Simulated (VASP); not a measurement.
InSe: single point with PBEsol+D3(BJ)

**What was measured.**

From “The Interaction of Hydrogen with the van der Waals Crystal γ-InSe”, 2020, pmc:7321205, for a bulk crystal of InSe at 300 K: band gap 1.25 eV.

Crystal: InSe.

```
In Se
1.0
     2.00000    1.15470    8.31667
    -2.00000    1.15470    8.31667
     0.00000   -2.30940    8.31667
In Se
2 2
Direct
  0.00000 0.00000 0.00000
  0.11220 0.11220 0.11220
  0.61550 0.61550 0.61550
  0.83000 0.83000 0.83000
```

```json
{
 "Program": "VASP 6.6.1",
 "Task": "single point",
 "Functional": "PBEsol",
 "Dispersion": "D3(BJ)",
 "Potentials or basis": "VASP PAW PBE potentials, release 64 (In_d, Se)",
 "Cutoff": "520 eV",
 "k mesh": "6 × 6 × 6",
 "Occupations": "gaussian, width 0.1 eV",
 "Spin": "no spin polarisation",
 "Dipole correction": "no",
 "Further INCAR settings": "ALGO = Normal; EDIFF = 1e-06; NBANDS = 27"
}
```

The pressure is -1.3 GPa. The largest force is 0.161 eV/Å. The band gap on the k mesh is 0.28 eV, direct and the dispersion energy per atom is -0.294 eV.

Forces on the atoms (eV/Å):
```
In   0.000  0.000  0.159
In   0.000  0.000 -0.161
Se   0.000  0.000 -0.028
Se   0.000  0.000  0.029
```

Stress tensor (GPa, compression positive):
```
-1.11  0.00  0.00
 0.00 -1.11  0.00
 0.00  0.00 -1.77
```

Levels at points of the mesh, in eV from the valence-band top:
| k point | band 16 | band 17 | band 18 | band 19 | band 20 | band 21 | band 22 | band 23 |
| --- | --- | --- | --- | --- | --- | --- | --- | --- |
| (0.00, 0.00, 0.00) | -1.37 | -1.37 | -1.24 | -1.24 | 1.68 | 1.97 | 4.29 | 4.29 |
| (0.50, 0.00, 0.00) | -2.49 | -2.42 | -2.26 | -1.72 | 1.04 | 1.90 | 3.55 | 3.89 |
| (0.50, 0.50, 0.00) | -2.75 | -2.59 | -2.07 | -1.56 | 1.02 | 1.90 | 3.18 | 3.44 |
| (0.50, 0.50, 0.50) | -1.44 | -1.16 | -1.16 | 0.00 | 0.28 | 2.04 | 4.20 | 4.20 |

Run time: 3.1 min on 1 thread of Intel(R) Xeon(R) 6975P-C (Granite Rapids), with other jobs on the host, peak memory 0.53 GiB.

Measured gap of InSe: 1.25 eV (300 K; “The Interaction of Hydrogen with the van der Waals Crystal γ-InSe”, 2020, pmc:7321205). This calculation gives 0.28 eV (-0.97 eV). Spin-orbit coupling on In, Se is left out. The value is that of PBEsol+D3(BJ) on a finite k mesh, which can miss the band edges, without temperature or zero-point motion. Semilocal functionals fall short of measured gaps as a rule.

Caveat: the PAW data sets were made with another functional, which shifts forces and pressure a little; spin-orbit coupling is left out, which moves the levels of the heavy elements.
